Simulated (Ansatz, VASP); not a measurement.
MgSi3N: VASP beside Ansatz

```
Mg Si N
1.0
     4.99170    0.00000    0.00000
    -2.49585    4.32294    0.00000
     0.00000    0.00000    3.98907
Mg Si N
1 3 1
Cartesian
  0.0000 0.0000 0.0000
  2.4958 0.0000 1.9945
  -1.2479 2.1615 1.9945
  1.2479 2.1615 1.9945
  0.0000 0.0000 1.9945
```

Alike in both runs: functional PBE; k mesh 12 × 12 × 10; occupations gaussian, width 0.1 eV; no spin polarisation.

Ansatz relaxed the structure, and its values are those at the end. VASP's run is a single point on that final structure, the one shown.

|  | VASP | Ansatz |
| --- | --- | --- |
| version | VASP 6.6.1 | Ansatz 0.2.0 |
| potentials or method | VASP PAW PBE potentials, release 64 (Mg, Si, N), cutoff 520 eV | scalar-relativistic, plane waves, PAW |
| valence electrons in the cell | 19 | 27 |

Ansatz gave:

```
gap on the k mesh at the Fermi level (eV) : none
pressure (GPa)                            : 0.0
```

Problem. Estimate VASP's values.

Solution. gap on the k mesh at the Fermi level (eV): none; pressure (GPa): -0.1.

A gap of «none» marks a metal or a gap that the smearing closes. VASP's potentials hold 19 valence electrons a cell and Ansatz's 27, so a difference there can come from the potentials and not from the codes.
